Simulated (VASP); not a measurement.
# Cu (P6_3/mmc) in VASP: notebook, part 2 of 2

VASP 6.6.1. Earlier steps stand in the parts before.

## (3) Relaxation of cell and atoms, PBE

This run uses another cell than the first one, of 11.81 Å³/atom, 0.880 times its volume.

Input file INCAR:

```
PREC = Accurate
ENCUT = 600
EDIFF = 1E-7
ISMEAR = -1
SIGMA = 0.1
LREAL = False
LASPH = True
NELM = 60
ALGO = Normal
ISIF = 3
LWAVE = False
LCHARG = False
GGA = PE
IBRION = 2
NSW = 80
EDIFFG = -0.01
```

Input file KPOINTS:

```
regular mesh
0
Gamma
  14 14 8
```

Input file POSCAR:

```
Cu
1.0
    2.5561591618      0.0000000000      0.0000000000
   -1.2780795809      2.2136987702      0.0000000000
    0.0000000000      0.0000000000      4.1742079112
Cu
2
Direct
    0.3333333333      0.6666666667      0.2500000000
    0.6666666667      0.3333333333      0.7500000000
```

Potentials or basis: VASP PAW PBE potentials, release 64 (Cu).

The run is started by

```
> cat potpaw_PBE.64/Cu/POTCAR > POTCAR
> mpirun -np 1 vasp_std > vasp.out
```

OUTCAR:

```text
PREC = Accurate
   ENCUT = 600
   EDIFF = 1E-7
   ISMEAR = -1
   LREAL = False
   LASPH = True
   NELM = 60
   ISIF = 3
   GGA = PE
   IBRION = 2
   NSW = 80
   EDIFFG = -0.01

 ion  position               nearest neighbor table
   1  0.333  0.667  0.250-   2 2.56   2 2.56   2 2.56   2 2.56   2 2.56   2 2.56
   2  0.667  0.333  0.750-   1 2.56   1 2.56   1 2.56   1 2.56   1 2.56   1 2.56

  LATTYP: Found a hexagonal cell.
 ALAT       =     2.5561591618
 C/A-ratio  =     1.6330000000

  Lattice vectors:

 A1 = (   2.5561591618,   0.0000000000,   0.0000000000)
 A2 = (  -1.2780795809,   2.2136987702,   0.0000000000)
 A3 = (   0.0000000000,   0.0000000000,   4.1742079112)

Analysis of symmetry for initial positions (statically):
=====================================================================
[... 306 lines left out ...]
      6       4.6385      2.00000
      7       4.6385      2.00000
      8       4.9164      2.00000
      9       4.9164      2.00000
     10       5.6372      2.00000
     11       5.6372      2.00000
     12       6.3972      1.99974
     13      10.9979      0.00000
     14      28.5608      0.00000
[... 401 lines left out ...]
      2       3.3154      2.00000
      3       3.4251      2.00000
      4       3.6712      2.00000
      5       4.2238      2.00000
      6       4.2928      2.00000
      7       4.8500      2.00000
      8       5.5003      2.00000
      9       5.6063      2.00000
     10       5.6230      2.00000
     11       9.7174      0.00000
     12      10.2016      0.00000
     13      11.9413      0.00000
     14      17.2120      0.00000
     15      17.3420      0.00000

 [... further k-points ...]

------------------------ aborting loop because EDIFF is reached ----------------------------------------

  FORCE on cell =-STRESS in cart. coord.  units (eV):
  Direction    XX          YY          ZZ          XY          YZ          ZX
  --------------------------------------------------------------------------------------
  -------------------------------------------------------------------------------------
  Total       -0.0187066     -0.0187066      0.0162531      0.0000000      0.0000000      0.0000000
  in kB       -1.2448500     -1.2448500      1.0815828      0.0000000      0.0000000      0.0000000
  external PRESSURE =      -0.4693724 kB  Pullay stress =       0.0000000 kB
[... 17 lines left out ...]
  FREE ENERGIE OF THE ION-ELECTRON SYSTEM (eV)
  ---------------------------------------------------
  free  energy   TOTEN  =        -7.4459938781 eV

  energy  without entropy=       -7.4197653321  energy(sigma->0) =       -7.43287961

 reached required accuracy - stopping structural energy minimisation
```

OSZICAR:

```text
N       E                     dE             d eps       ncg     rms          rms(c)
DAV:   1     0.127733957447E+03    0.12773E+03   -0.11718E+04  3736   0.293E+03
DAV:   2    -0.445275049065E+01   -0.13219E+03   -0.12778E+03  3600   0.332E+02
[... 31 lines left out ...]
   3 F= -.74459951E+01 E0= -.74328807E+01  d E =-.368109E-02
       N       E                     dE             d eps       ncg     rms          rms(c)
DAV:   1    -0.744606360711E+01   -0.68595E-04   -0.87619E-04  3621   0.802E-01    0.692E-02
DAV:   2    -0.744601992288E+01    0.43684E-04   -0.50821E-04  3664   0.654E-01    0.304E-02
DAV:   3    -0.744599566959E+01    0.24253E-04   -0.95764E-05  3649   0.284E-01    0.988E-03
DAV:   4    -0.744599382645E+01    0.18431E-05   -0.62707E-07  5637   0.178E-02    0.233E-04
DAV:   5    -0.744599387806E+01   -0.51606E-07   -0.29350E-08  2146   0.265E-03
   4 F= -.74459939E+01 E0= -.74328796E+01  d E =-.367986E-02
```

Run time: 71 s. Hardware: 1 thread of Intel Xeon Platinum 8488C (Sapphire Rapids), shared host; peak memory 0.16 GiB.

What came out:

| Quantity | Value |
| --- | --- |
| Free energy | -7.4460 eV |
| Relaxed volume | 12.04 Å³/atom |
| Relaxed cell | a = 2.572 Å, b = 2.572 Å, c = 4.204 Å, α = 90.00°, β = 90.00°, γ = 120.00° |
| Space group after relaxing (to 0.05 Å) | P6_3/mmc (No. 194) |
| Energy gained by relaxing | 1.8 meV/atom |
| Ionic steps | 4 |
| Pressure after relaxing | 0.0 GPa |
| Band gap on the k mesh | zero (band 11 reaches 10.93 eV, above the bottom of band 12 at 5.42 eV) |

The path:
| step | energy change (eV) | largest force (eV/Å) | pressure (GPa) | volume (Å³) |
| --- | --- | --- | --- | --- |
| 1 | 0.0000 | 0.0000 | 2.68 | 23.62 |
| 2 | -0.0027 | 0.0000 | -1.29 | 24.30 |
| 3 | -0.0037 | 0.0000 | 0.00 | 24.07 |
| 4 | -0.0037 | 0.0000 | -0.05 | 24.08 |

Final structure:
```
Cu
1.0
     2.57167    0.00000    0.00000
    -1.28583    2.22713    0.00000
     0.00000    0.00000    4.20366
Cu
2
Direct
  0.33333 0.66667 0.25000
  0.66667 0.33333 0.75000
```

Levels at points of the mesh, in eV from the Fermi level:
```
           k point  band 7  band 8  band 9  band 10  band 11  band 12  band 13  band 14  band 15
(0.00, 0.00, 0.00)   -2.65   -2.38   -2.38    -1.66    -1.66    -0.90     3.70    21.27    21.53
(0.50, 0.00, 0.00)   -2.62   -1.56   -1.52    -1.47     0.06     1.58     7.73     8.06    10.60
(0.00, 0.00, 0.50)   -2.89   -2.89   -1.87    -1.87    -1.87    -1.87    12.32    12.32    21.95
(0.50, 0.00, 0.50)   -1.81   -1.81   -1.51    -1.51     0.57     0.57     4.79     4.79    15.97
```

## (4) Single point, PBE

This run uses another cell than the first one, of 11.98 Å³/atom, 0.893 times its volume.

Input file INCAR:

```
PREC = Accurate
ENCUT = 520
EDIFF = 1E-6
ISMEAR = -1
SIGMA = 0.1
LREAL = F
LASPH = T
NELM = 100
ALGO = Normal
ISIF = 2
LWAVE = F
LCHARG = F
GGA = PE
NBANDS = 18
```

Input file KPOINTS:

```
regular mesh
0
Gamma
  23 23 12
```

Input file POSCAR:

```
Cu
1.0
    2.5661520238      0.0000000000      0.0000000000
   -1.2830760119      2.2223528426      0.0000000000
    0.0000000000      0.0000000000      4.2018316688
Cu
2
Direct
    0.3333333333      0.6666666667      0.2500000000
    0.6666666667      0.3333333333      0.7500000000
```

The run is started by

```
> cat potpaw_PBE.64/Cu/POTCAR > POTCAR
> mpirun -np 1 vasp_std > vasp.out
```

Wall time 74 s (1 thread of Intel Xeon Platinum 8488C (Sapphire Rapids), shared host); peak memory 0.24 GiB.

The run converged. Its results:

```
Free energy            : -7.4501 eV
Pressure               : 0.7 GPa
Band gap on the k mesh : zero (band 11 reaches 11.24 eV, above the bottom of band 12 at 5.47 eV)
```

Stress tensor (GPa, compression positive):
```
0.41 0.00 0.00
0.00 0.41 0.00
0.00 0.00 1.16
```

Levels at points of the mesh, in eV from the Fermi level:
```
           k point  band 9  band 10  band 11  band 12  band 13  band 14
(0.00, 0.00, 0.00)   -2.44    -1.72    -1.72    -0.98     3.64    21.27
(0.00, 0.00, 0.50)   -1.94    -1.94    -1.94    -1.94    12.26    12.26
```

## (5) Single point, PBE

This run uses another cell than the first one, of 11.98 Å³/atom, 0.893 times its volume.

Input file INCAR:

```
ALGO = Normal ; EDIFF = 1E-6
ENCUT = 520 ; GGA = PE
ISIF = 2 ; ISMEAR = -1
LASPH = True ; LCHARG = False
LREAL = False ; LWAVE = False
NBANDS = 18 ; NELM = 80
PREC = Accurate ; SIGMA = 0.1
```

Input file KPOINTS:

```
k-points
0
Gamma
  7 7 4
```

Input file POSCAR:

```
Cu
1.0
    2.5661520258      0.0000000000      0.0000000000
   -1.2830760129      2.2223528444      0.0000000000
    0.0000000000      0.0000000000      4.2018316729
Cu
2
Direct
    0.3333333333      0.6666666667      0.2500000000
    0.6666666667      0.3333333333      0.7500000000
```

The run is started by

```
> cat potpaw_PBE.64/Cu/POTCAR > POTCAR
> mpirun -np 1 vasp_std > vasp.out
```

Wall time 14 s (1 thread of AMD EPYC 7R13, shared host); peak memory 0.1 GiB.

Results (log left out):

```yaml
Free_energy: -7.4830 eV
Pressure: 0.2 GPa
Band_gap_on_the_k_mesh: zero (band 11 reaches 9.82 eV, above the bottom of band 12 at 5.46 eV)
```

Stress tensor (GPa, compression positive):
```
0.35 0.00 0.00
0.00 0.35 0.00
0.00 0.00 0.02
```

Levels at points of the mesh, in eV from the Fermi level:
| k point | band 7 | band 8 | band 9 | band 10 | band 11 | band 12 | band 13 | band 14 | band 15 | band 16 |
| --- | --- | --- | --- | --- | --- | --- | --- | --- | --- | --- |
| (0.00, 0.00, 0.00) | -2.67 | -2.40 | -2.40 | -1.68 | -1.68 | -0.93 | 3.69 | 21.33 | 21.63 | 21.63 |
| (0.00, 0.00, 0.50) | -2.91 | -2.91 | -1.90 | -1.90 | -1.90 | -1.90 | 12.31 | 12.31 | 22.01 | 22.01 |

Caveat: the k points lie up to 0.40 Å⁻¹ apart.

## (6) The runs side by side

```tsv
task	cell	k mesh	cutoff (eV)	gap on the mesh (eV)	pressure (GPa)
single point	a = 2.665, b = 2.665, c = 4.364 Å, angles 90.0, 90.0, 120.0°, 2 atoms	16 × 16 × 9	520	none	-11.0
relaxation of cell and atoms	relaxed from a = 2.556, b = 2.556, c = 4.174 Å, angles 90.0, 90.0, 120.0°, 2 atoms	14 × 14 × 8	600	none	0.0
single point	a = 2.566, b = 2.566, c = 4.202 Å, angles 90.0, 90.0, 120.0°, 2 atoms	23 × 23 × 12	520	none	0.7
single point	a = 2.566, b = 2.566, c = 4.202 Å, angles 90.0, 90.0, 120.0°, 2 atoms	7 × 7 × 4	520	none	0.2
```

Alike in all rows: level PBE; potentials or basis VASP PAW PBE potentials, release 64 (Cu); no spin polarisation; smearing fermi-dirac 0.1 eV.

Caveats: some runs use coarse meshes.

Total energies depend on the potentials used, so only differences within one code and one set of settings carry meaning.
